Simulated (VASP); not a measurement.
Set up this calculation in VASP 6.6.1, as the native input.

```yaml
Task: electric field gradients
Functional: LDA
Potentials_or_basis: VASP PAW LDA potentials, release 64 (La)
Cutoff: 520 eV
k_mesh: 11 × 11 × 6
Occupations: fermi-dirac, width 0.05 eV
Spin: no spin polarisation
Dipole_correction: no
Further_INCAR_settings: ALGO = Normal; EDIFF = 1e-08; NBANDS = 18
```

The structure of La lies in POSCAR:

```
La
1.0
    3.7624606208      0.0000000000      0.0000000000
   -1.8812303104      3.2583864783      0.0000000000
    0.0000000000      0.0000000000      6.0901662611
La
2
Direct
    0.3333333333      0.6666666667      0.2500000000
    0.6666666667      0.3333333333      0.7500000000
```

One way to write it, as run:

INCAR

```
ALGO = Normal
EDIFF = 1E-8
ENCUT = 520
GGA = CA
ISIF = 2
ISMEAR = -1
LASPH = True
LCHARG = False
LEFG = True
LREAL = False
LWAVE = False
NBANDS = 18
NELM = 80
PREC = Accurate
SIGMA = 0.05
```

KPOINTS

```
k-points
0
Gamma
  11 11 6
```

Potentials or basis: VASP PAW LDA potentials, release 64 (La).

Launch:

```console
$ cat potpaw_LDA.64/La/POTCAR > POTCAR
$ mpirun -np 1 vasp_std > vasp.out
```

It gave:

```
Pressure                                : -3.3 GPa
Band gap on the k mesh                  : zero (bands 11 and 12 overlap by 1.36 eV)
Largest electric field gradient by atom : La +10.1 V/Å²
```

Caveat: the cell stands under tension; without QUAD_EFG the Cq values of the log hold for a quadrupole moment of 1 mb, not for the nuclei; spin-orbit coupling is left out, which moves the levels of the heavy elements.

It took 79 s on 1 thread of Intel(R) Xeon(R) Platinum 8488C (Sapphire Rapids), with other jobs on the host, peak memory 0.22 GiB.
